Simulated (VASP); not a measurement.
Input of a VASP 6.6.1 run:

File INCAR:

```
ALGO = Normal
EDIFF = 1E-6
EDIFFG = -0.04
ENCUT = 600
GGA = PE
IBRION = 2
ISIF = 3
ISMEAR = 0
LASPH = T
LCHARG = F
LREAL = F
LWAVE = F
NELM = 80
NSW = 90
PREC = Accurate
SIGMA = 0.1
```

The input KPOINTS:

```
k-points
0
Gamma
  6 6 4
```

POSCAR

```
LiF
1.0
    3.9656973823      0.0000000000      0.0000000000
   -1.9828486912      3.4343946768      0.0000000000
    0.0000000000      0.0000000000      4.8153156965
Li F
3 3
Direct
    0.0000000000      0.3805134976      0.0003923358
    0.6194865024      0.6194865024      0.0003923358
    0.3805134976      0.0000000000      0.0003923358
    0.3333333333      0.3333333333      0.5000000000
    0.0000000000      0.6666666667      0.5000000000
    0.6666666667      0.0000000000      0.5000000000
```

Potentials or basis: VASP PAW PBE potentials, release 64 (Li_sv, F).

Run with:

```bash
$ cat potpaw_PBE.64/Li_sv/POTCAR potpaw_PBE.64/F/POTCAR > POTCAR
$ mpirun -np 1 vasp_std > vasp.out
```

Task: Estimate the space group after relaxing (to 0.05 Å).

Result: P-6m2 (No. 187).

Task: Estimate the relaxed cell.

Result: a = 4.764 Å, b = 4.764 Å, c = 2.565 Å, α = 90.00°, β = 90.00°, γ = 120.00°.

Task: Predict the band gap on the k mesh.

Result: 8.17 eV, direct.

Final structure:
```xyz
6
Lattice="4.7645 0.0000 0.0000 -2.3822 4.1261 0.0000 0.0000 0.0000 2.5650" Properties=species:S:1:pos:R:3 pbc="T T T"
Li   -0.7939    1.3751    0.0005
Li    1.5883    2.7511    0.0005
Li    1.5878    0.0000    0.0005
F     0.7936    1.3745    1.2830
F    -1.5886    2.7516    1.2830
F     3.1773    0.0000    1.2830
```

 Expect the measured gap to be larger: semilocal functionals such as PBE lack the derivative discontinuity.
